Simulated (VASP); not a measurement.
# Al in VASP: relaxation of the atoms with PBEsol

Aim: the relaxation of the atoms of Al with PBEsol.

All numbers are computed with VASP 6.6.1; they aren't measurements. Logs are shortened: lines on timing, memory, paths and dates and some standing lists are left out, and cuts for length are marked.

## Step 1: The cell of the first run

The cell holds a slab with vacuum, 19 atoms: a = 5.728 Å, b = 8.591 Å, c = 15.677 Å, α = 90.00°, β = 90.00°, γ = 60.00°.

## Step 2: Relaxation of the atoms, PBEsol

Contents of INCAR:

```
SYSTEM = Al
ALGO = Normal
EDIFF = 1E-6
EDIFFG = -0.08
ENCUT = 520
GGA = PS
IBRION = 2
ISIF = 2
ISMEAR = -1
LASPH = .TRUE.
LCHARG = .FALSE.
LREAL = Auto
LWAVE = .FALSE.
NELM = 100
NSW = 45
PREC = Accurate
SIGMA = 0.15
```

Contents of KPOINTS:

```
k-points
0
G
  3 2 1
  0 0 0
```

Contents of POSCAR:

```
Al
1.0
    5.7275650000      0.0000000000      0.0000000000
    4.2956740000      7.4403250000      0.0000000000
    0.0000000000      0.0000000000     15.6765370000
Al
19
Selective dynamics
Direct
    0.1666667000      0.1111111000      0.0637896000  F F F
    0.6666667000      0.1111111000      0.0637896000  F F F
    0.1666667000      0.4444444000      0.0637896000  F F F
    0.6666667000      0.4444444000      0.0637896000  F F F
    0.1666667000      0.7777778000      0.0637896000  F F F
    0.6666667000      0.7777778000      0.0637896000  F F F
   -0.1666667000      0.2222222000      0.2129468000  T T T
    0.3333333000      0.2222222000      0.2129468000  T T T
   -0.1666667000      0.5555556000      0.2129468000  T T T
    0.3333333000      0.5555556000      0.2129468000  T T T
   -0.1666667000      0.8888889000      0.2129468000  T T T
    0.3333333000      0.8888889000      0.2129468000  T T T
    0.0000000000      0.0000000000      0.3621040000  T T T
    0.5000000000      0.0000000000      0.3621040000  T T T
    0.0000000000      0.3333333000      0.3621040000  T T T
    0.5000000000      0.3333333000      0.3621040000  T T T
    0.0000000000      0.6666667000      0.3621040000  T T T
    0.5000000000      0.6666667000      0.3621040000  T T T
    0.3281324000      0.9009245000      0.4839422000  T T T
```

Potentials or basis: VASP PAW PBE potentials, release 64 (Al).

Launch:

```
$ cat potpaw_PBE.64/Al/POTCAR > POTCAR
$ mpirun -np 1 vasp_std > vasp.out
```

OUTCAR:

```text
SYSTEM = Al
   EDIFF = 1E-6
   EDIFFG = -0.08
   ENCUT = 520
   GGA = PS
   IBRION = 2
   ISIF = 2
   ISMEAR = -1
   LASPH = .TRUE.
   LREAL = Auto
   NELM = 100
   NSW = 45
   PREC = Accurate

 ion  position               nearest neighbor table
   1  0.167  0.111  0.064-   8 2.86  12 2.86   3 2.86   5 2.86   6 2.86   4 2.86   7 2.86   2 2.86
                             2 2.86
   2  0.667  0.111  0.064-   7 2.86  11 2.86   4 2.86   6 2.86   5 2.86   3 2.86   8 2.86   1 2.86
                             1 2.86
   3  0.167  0.444  0.064-   8 2.86   1 2.86   2 2.86   9 2.86  10 2.86   4 2.86   4 2.86   6 2.86
                             5 2.86
   4  0.667  0.444  0.064-   7 2.86   2 2.86   1 2.86  10 2.86   9 2.86   3 2.86   3 2.86   5 2.86
                             6 2.86
   5  0.167  0.778  0.064-  12 2.86  10 2.86   1 2.86   2 2.86  11 2.86   6 2.86   6 2.86   4 2.86
                             3 2.86
   6  0.667  0.778  0.064-  11 2.86   9 2.86   2 2.86   1 2.86  12 2.86   5 2.86   5 2.86   3 2.86
                             4 2.86
   7  0.833  0.222  0.213-   2 2.86   4 2.86  13 2.86  16 2.86  11 2.86  12 2.86  15 2.86   1 2.86
                             8 2.86   8 2.86  10 2.86   9 2.86
   8  0.333  0.222  0.213-   1 2.86   3 2.86  14 2.86  15 2.86  12 2.86  11 2.86  16 2.86   2 2.86
                             7 2.86   7 2.86   9 2.86  10 2.86
   9  0.833  0.556  0.213-   6 2.86  18 2.86  11 2.86  12 2.86  17 2.86   3 2.86   4 2.86  10 2.86
[... 4 lines left out ...]
                            13 2.86   5 2.86  12 2.86  12 2.86
  12  0.333  0.889  0.213-   5 2.86   1 2.86  18 2.86  13 2.86   8 2.86  10 2.86   9 2.86   7 2.86
                            14 2.86   6 2.86  11 2.86  11 2.86
  13  0.000  0.000  0.362-  19 2.51   7 2.86  12 2.86  17 2.86  15 2.86  18 2.86  16 2.86  11 2.86
                            14 2.86  14 2.86
  14  0.500  0.000  0.362-  19 2.49   8 2.86  11 2.86  18 2.86  16 2.86  17 2.86  15 2.86  12 2.86
                            13 2.86  13 2.86
  15  0.000  0.333  0.362-   8 2.86  13 2.86  14 2.86   7 2.86  16 2.86  16 2.86   9 2.86  18 2.86
                            17 2.86
  16  0.500  0.333  0.362-   7 2.86  14 2.86  13 2.86   8 2.86  15 2.86  15 2.86  10 2.86  17 2.86
                            18 2.86
  17  0.000  0.667  0.362-  11 2.86  10 2.86  13 2.86  14 2.86   9 2.86  18 2.86  18 2.86  16 2.86
                            15 2.86
  18  0.500  0.667  0.362-  19 2.59  12 2.86   9 2.86  14 2.86  13 2.86  10 2.86  17 2.86  17 2.86
                            15 2.86  16 2.86
  19  0.328  0.901  0.484-  14 2.49  13 2.51  18 2.59

  LATTYP: Found a simple monoclinic cell.
 ALAT       =     5.7275650000
 B/A-ratio  =     2.7370334514
 C/A-ratio  =     1.3228756151
 COS(beta)  =    -0.1889822093

  Lattice vectors:

 A1 = (   5.7275650000,   0.0000000000,   0.0000000000)
 A2 = (   0.0000000000,   0.0000000000, -15.6765370000)
 A3 = (  -1.4318910000,   7.4403250000,   0.0000000000)

Analysis of symmetry for initial positions (statically):
=====================================================================
 Subroutine PRICEL returns:
 Original cell was already a primitive cell.

 Routine SETGRP: Setting up the symmetry group for a
 simple monoclinic supercell.

 Subroutine GETGRP returns: Found  1 space group operations
 (whereof  1 operations were pure point group operations)
 out of a pool of  4 trial point group operations.

The static configuration has the point symmetry C_1 .

Analysis of symmetry for dynamics (positions and initial velocities):
=====================================================================
 Subroutine PRICEL returns:
 Original cell was already a primitive cell.

 Routine SETGRP: Setting up the symmetry group for a
 simple monoclinic supercell.

 Subroutine GETGRP returns: Found  1 space group operations
 (whereof  1 operations were pure point group operations)
 out of a pool of  4 trial point group operations.

The dynamic configuration has the point symmetry C_1 .

Analysis of constrained symmetry for selective dynamics:
=====================================================================
 Subroutine PRICEL returns:
 Original cell was already a primitive cell.

 Routine SETGRP: Setting up the symmetry group for a
 simple monoclinic supercell.

 Subroutine GETGRP returns: Found  1 space group operations
 (whereof  1 operations were pure point group operations)
 out of a pool of  4 trial point group operations.

The constrained configuration has the point symmetry C_1 .

 Subroutine INISYM returns: Found  1 space group operations
 (whereof  1 operations are pure point group operations),
 and found     1 'primitive' translations

----------------------------------------------------------------------------------------

                                     Primitive cell

  volume of cell :     668.0548

  direct lattice vectors                    reciprocal lattice vectors
     5.727565000  0.000000000  0.000000000     0.174594265 -0.100802054  0.000000000
     4.295674000  7.440325000  0.000000000     0.000000000  0.134402731  0.000000000
     0.000000000  0.000000000 15.676537000     0.000000000  0.000000000  0.063789598

  length of vectors
     5.727565000  8.591347462 15.676537000     0.201604096  0.134402731  0.063789598

  position of ions in fractional coordinates (direct lattice)
     0.166666700  0.111111100  0.063789600
     0.666666700  0.111111100  0.063789600
     0.166666700  0.444444400  0.063789600
     0.666666700  0.444444400  0.063789600
     0.166666700  0.777777800  0.063789600
     0.666666700  0.777777800  0.063789600
[... 11 lines left out ...]
     0.500000000  0.666666700  0.362104000
     0.328132400  0.900924500  0.483942200

  ion indices of the primitive-cell ions
   primitive index   ion index
                 1           1
                 2           2
                 3           3
                 4           4
                 5           5
                 6           6
[... 11 lines left out ...]
                18          18
                19          19

----------------------------------------------------------------------------------------

 KPOINTS: k-points

Automatic generation of k-mesh.
 Grid dimensions read from file:
 generate k-points for:    3    2    1

 Generating k-lattice:

  Cartesian coordinates                     Fractional coordinates (reciprocal lattice)
     0.058198088 -0.033600685  0.000000000     0.333333333  0.000000000  0.000000000
     0.000000000  0.067201366  0.000000000     0.000000000  0.500000000  0.000000000
     0.000000000  0.000000000  0.063789598     0.000000000  0.000000000  1.000000000

  Length of vectors
     0.067201365  0.067201366  0.063789598

  Shift w.r.t. Gamma in fractional coordinates (k-lattice)
     0.000000000  0.000000000  0.000000000

 -----------------------------------------------------------------------------
|                                                                             |
|           W    W    AA    RRRRR   N    N  II  N    N   GGGG   !!!           |
|           W    W   A  A   R    R  NN   N  II  NN   N  G    G  !!!           |
|           W    W  A    A  R    R  N N  N  II  N N  N  G       !!!           |
|           W WW W  AAAAAA  RRRRR   N  N N  II  N  N N  G  GGG   !            |
|           WW  WW  A    A  R   R   N   NN  II  N   NN  G    G                |
|           W    W  A    A  R    R  N    N  II  N    N   GGGG   !!!           |
|                                                                             |
|     Your reciprocal lattice and k-lattice belong to different lattice       |
|     classes:                                                                |
|                                                                             |
|        The reciprocal lattice is simple monoclinic,                         |
|        whereas your k-lattice is hexagonal.                                 |
|                                                                             |
|     Results are often still useful ...                                      |
|                                                                             |
 -----------------------------------------------------------------------------

 Subroutine IBZKPT returns following result:
 ===========================================

 Found      4 irreducible k-points:

 Following reciprocal coordinates:
            Coordinates               Weight
  0.000000  0.000000  0.000000      1.000000
  0.333333  0.000000  0.000000      2.000000
  0.000000  0.500000  0.000000      1.000000
  0.333333  0.500000  0.000000      2.000000
   k-points           NKPTS =      4   k-points in BZ     NKDIM =      4   number of bands    NBANDS=     38
   number of dos      NEDOS =    301   number of ions     NIONS =     19
   total plane-waves  NPLWV = 368640
   dimension x,y,z NGX =    48 NGY =   64 NGZ =  120
   dimension x,y,z NGXF=    96 NGYF=  128 NGZF=  240
   ions per type =              19
   NGX,Y,Z   is equivalent  to a cutoff of  13.93, 12.38, 12.73 a.u.
   NGXF,Y,Z  is equivalent  to a cutoff of  27.86, 24.77, 25.45 a.u.
 SYSTEM =  Al
   PREC   = accura    normal or accurate (medium, high low for compatibility)
   ISTART =      0    job   : 0-new  1-cont  2-samecut
   ICHARG =      2    charge: 1-file 2-atom 10-const
   ISPIN  =      1    spin polarized calculation?
   LNONCOLLINEAR =      F non collinear calculations
   LSORBIT =      F    spin-orbit coupling
   LASPH  =      T    aspherical Exc in radial PAW
   ENCUT  =  520.0 eV  38.22 Ry    6.18 a.u.  10.65 15.97 29.15*2*pi/ulx,y,z
   NELM   =    100;   NELMIN=  2; NELMDL= -5     # of ELM steps
   EDIFF  = 0.1E-05   stopping-criterion for ELM
   LREAL  =      T    real-space projection
   EDIFFG = -.8E-01   stopping-criterion for IOM
   NSW    =     45    number of steps for IOM
   IBRION =      2    ionic relax: 0-MD 1-quasi-New 2-CG
   NFREE  =      1    steps in history (QN), initial steepest desc. (CG)
   ISIF   =      2    stress and relaxation
   ISYM   =      2    0-nonsym 1-usesym 2-fastsym
   POTIM  = 0.5000    time-step for ionic-motion
   TEBEG  =    0.0;   TEEND  =   0.0 temperature during run
   PSTRESS=    0.0 pullay stress
   NELECT =      57.0000    total number of electrons
   NUPDOWN=      -1.0000    fix difference up-down
   EMIN   =  10.00;   EMAX   =-10.00  energy-range for DOS
   EFERMI =   0.00;   METHOD = LEGACY
   ISMEAR =    -1;   SIGMA  =   0.15  broadening in eV -4-tet -1-fermi 0-gaus
   EFERMI_NEDOS =   21; number of points for ismear=-14 and -15
   IALGO  =     38    algorithm
   IMIX   =      4    mixing-type and parameters
     AMIX     =   0.40;   BMIX     =  1.00
     AMIX_MAG =   1.60;   BMIX_MAG =  1.00
  volume/ion in A,a.u.               =      35.16       237.28
  Fermi-wavevector in a.u.,A,eV,Ry     =   0.720713  1.361950  7.067239  0.519427
  Thomas-Fermi vector in A             =   1.810236
   LORBIT       =      0    0 simple, 1 ext, 2 COOP (PROOUT), +10 PAW based schemes
   GGA     = PS    functional components
   LHFCALC =     F    Hartree Fock is set to
   AEXX    =    0.0000 exact exchange contribution
   IVDW    =     0    specifies the selected vdW correction
   LEPSILON=     F    determine dielectric tensor
   LRPA    =     F    only Hartree local field effects (RPA)
 conjugate gradient relaxation of ions
 non-spin polarized calculation
  energy-cutoff  :      520.00
  volume of cell :      668.05
 maximum number of plane-waves:     17998
 NGX is ok and might be reduce to    42
   NGX = 21   NGY = 31   NGZ = 59

--------------------------------------- Ionic step        1  -------------------------------------------

 number of electron      57.0000000 magnetization

 Free energy of the ion-electron system (eV)
  ---------------------------------------------------
  ext. energy  EPLUGINS =         0.00000000
  ---------------------------------------------------
  free energy    TOTEN  =       -72.50796350 eV

  energy without entropy =      -71.83312213  energy(sigma->0) =      -72.17054282

------------------------ aborting loop because EDIFF is reached ----------------------------------------

  FORCE on cell =-STRESS in cart. coord.  units (eV):
  Direction    XX          YY          ZZ          XY          YZ          ZX
  --------------------------------------------------------------------------------------
  -------------------------------------------------------------------------------------
  Total       -7.2841153     -8.0924935      1.2414565      0.0102919     -0.4260210     -0.0904402
  in kB      -17.4692931    -19.4080043      2.9773508      0.0246827     -1.0217145     -0.2169002
  external PRESSURE =     -11.2999822 kB  Pullay stress =       0.0000000 kB
[... 252 lines left out ...]
--------------------------------------- Ionic step        6  -------------------------------------------

 number of electron      57.0000000 magnetization

 Free energy of the ion-electron system (eV)
  ---------------------------------------------------
  ext. energy  EPLUGINS =         0.00000000
  ---------------------------------------------------
  free energy    TOTEN  =       -72.69813552 eV

  energy without entropy =      -72.02148444  energy(sigma->0) =      -72.35980998

 E-fermi :   1.4087     XC(G=0):  -6.0409

 val. band max:        1.4069280727   @ k =   0.0000   0.0000   0.0000
 cond. band min:       1.4896254229   @ k =   0.3333   0.0000   0.0000
 fundamental gap:      0.0826973501
 Fermi energy:         1.4086669974

 k-point     1 :       0.0000    0.0000    0.0000
  band No.  band energies     occupation
      1      -8.9306      2.00000
      2      -7.2751      2.00000
      3      -6.3162      2.00000
      4      -6.2694      2.00000
      5      -5.0164      2.00000
      6      -4.6370      2.00000
[... 199 lines left out ...]
  FREE ENERGIE OF THE ION-ELECTRON SYSTEM (eV)
  ---------------------------------------------------
  free  energy   TOTEN  =       -72.6981355246 eV

  energy  without entropy=      -72.0214844401  energy(sigma->0) =      -72.35980998

 reached required accuracy - stopping structural energy minimisation
```

Run time: 12 min. Hardware: 1 thread of Intel Xeon Platinum 8259CL at 2.50GHz (Skylake/Cascade Lake), shared host; peak memory 0.79 GiB.

Results:

```yaml
Free_energy: -72.6981 eV
Energy_gained_by_relaxing: 10.0 meV/atom
Ionic_steps: 6
Band_gap_on_the_k_mesh: zero (an odd number of electrons rules out a gap without spin polarisation)
```

The path:
| step | energy change (eV) | largest force on free atoms (eV/Å) | pressure (GPa) |
| --- | --- | --- | --- |
| 1 | 0.0000 | 1.3002 | -1.13 |
| 2 | -0.1532 | 0.4496 | -1.28 |
| 3 | -0.1828 | 0.1464 | -1.34 |
| 4 | -0.1829 | 0.1420 | -1.34 |
| 5 | -0.1872 | 0.0805 | -1.34 |
| 6 | -0.1902 | 0.0619 | -1.35 |

Final structure:
```
CELL_PARAMETERS angstrom
5.72757 0.00000 0.00000
4.29567 7.44032 0.00000
0.00000 0.00000 15.67654
ATOMIC_POSITIONS crystal
Al 0.16667 0.11111 0.06379
Al 0.66667 0.11111 0.06379
Al 0.16667 0.44444 0.06379
Al 0.66667 0.44444 0.06379
Al 0.16667 0.77778 0.06379
Al 0.66667 0.77778 0.06379
Al 0.83496 0.22204 0.21206
Al 0.33087 0.22358 0.21205
Al 0.83252 0.55608 0.21200
Al 0.33442 0.55480 0.21241
Al 0.83443 0.88802 0.21191
Al 0.33262 0.88941 0.21204
Al 0.98657 0.00575 0.35869
Al 0.50621 0.00574 0.35825
Al 0.99973 0.33430 0.36299
Al 0.49814 0.33526 0.36191
Al 0.00155 0.66377 0.36356
Al 0.50728 0.65749 0.36059
Al 0.32930 0.89790 0.49081
```

Levels at points of the mesh, in eV from the Fermi level:
```csv
k point,band 25,band 26,band 27,band 28,band 29,band 30,band 31,band 32,band 33,band 34
"(0.00, 0.00, 0.00)",-0.51,-0.39,-0.27,-0.17,-0.10,0.00,0.13,0.93,1.03,1.27
"(0.00, 0.50, 0.00)",-1.04,-0.62,-0.49,-0.24,-0.19,-0.11,-0.06,0.87,0.98,1.28
```

Caveat: the k points lie up to 0.42 Å⁻¹ apart, too coarse for converged energies and pressures of a metal; there is no dipole correction, which matters where the two faces differ; the PAW data sets were made with another functional, which shifts forces and pressure a little.

The gap in the log of VASP goes by the Fermi energy; the results here count the filled bands.